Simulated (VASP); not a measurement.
Runs of VASP 6.6.1 on MoIr4. The structure is that of space group Im-3m (No. 229), or close to it. The cells are those of the table. The cell was generated, and may not be a known phase.

```tsv
task	cell	k mesh	cutoff (eV)	gap on the mesh (eV)	pressure (GPa)	relaxed volume (Å³/atom)
relaxation of cell and atoms	relaxed from a = 4.631 Å, angles 109.5°, 5 atoms	4 × 4 × 4	600	none	0.1	(b)
single point	a = 4.933 Å, angles 109.5°, 5 atoms	10 × 10 × 10	520	none	0.5	-
relaxation of cell and atoms	relaxed from a = 4.927 Å, angles 109.5°, 5 atoms	10 × 10 × 10	600	none	0.0	(a)
single point	a = 4.927 Å, angles 109.5°, 5 atoms	4 × 4 × 4	520	none	0.9	-
single point	a = 4.631 Å, angles 109.5°, 5 atoms	4 × 4 × 4	520	none	63.3	-
```

Alike in all rows: level PBE; potentials or basis VASP PAW PBE potentials, release 64 (Mo_sv, Ir); no spin polarisation; smearing gaussian 0.1 eV.

Fill in the values left out.

(a) 18.52; (b) 18.49.

Caveats: some runs use coarse meshes; spin-orbit coupling is left out, which moves the levels of the heavy elements; the volume moved by over 15 % at a fixed basis, so the end points are rough (at least some runs).

A k mesh can miss the band edges, and the runs leave out spin-orbit coupling on Ir, Mo.

A gap of «none» marks levels without a gap at the run's occupations.
